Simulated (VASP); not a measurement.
Write the native input for VASP 6.6.1 that does the following.

- Task: single point
- Functional: LDA
- Potentials or basis: VASP PAW LDA potentials, release 64 (Si)
- Cutoff: 520 eV
- k mesh: 12 × 12 × 8
- Occupations: gaussian, width 0.15 eV
- Spin: no spin polarisation
- Dipole correction: no
- Further INCAR settings: ALGO = Normal; EDIFF = 1e-07; NBANDS = 11

The structure of Si lies in POSCAR:

```
Si
1.0
    2.6510666864      0.0000000000      0.0000000000
   -1.3255333432      2.2958910975      0.0000000000
    0.0000000000      0.0000000000      4.5417424128
Si
2
Direct
    0.0612185724      0.4798779697      0.2499977455
    0.9387814276      0.5201220303      0.7500022545
```

One way to write it, as run:

INCAR

```
PREC = Accurate ; ENCUT = 520
EDIFF = 1E-7 ; ISMEAR = 0
SIGMA = 0.15 ; LREAL = False
LASPH = True ; NELM = 100
ALGO = Normal ; ISIF = 2
LWAVE = False ; LCHARG = False
GGA = CA ; NBANDS = 11
```

KPOINTS

```
Automatic mesh
0
Gamma
  12 12 8
```

Potentials or basis: VASP PAW LDA potentials, release 64 (Si).

Launch:

```console
$ cat potpaw_LDA.64/Si/POTCAR > POTCAR
$ mpirun -np 1 vasp_std > vasp.out
```

Results of the run:

```yaml
Pressure: 8.7 GPa
Band_gap_on_the_k_mesh: zero (bands 4 and 5 overlap by 11.76 eV)
```

Caveat: the stress differs along the axes, from 0 to 25 GPa.

Run time: 61 s on 1 thread of Intel(R) Xeon(R) Platinum 8488C (Sapphire Rapids), with other jobs on the host, peak memory 0.19 GiB.
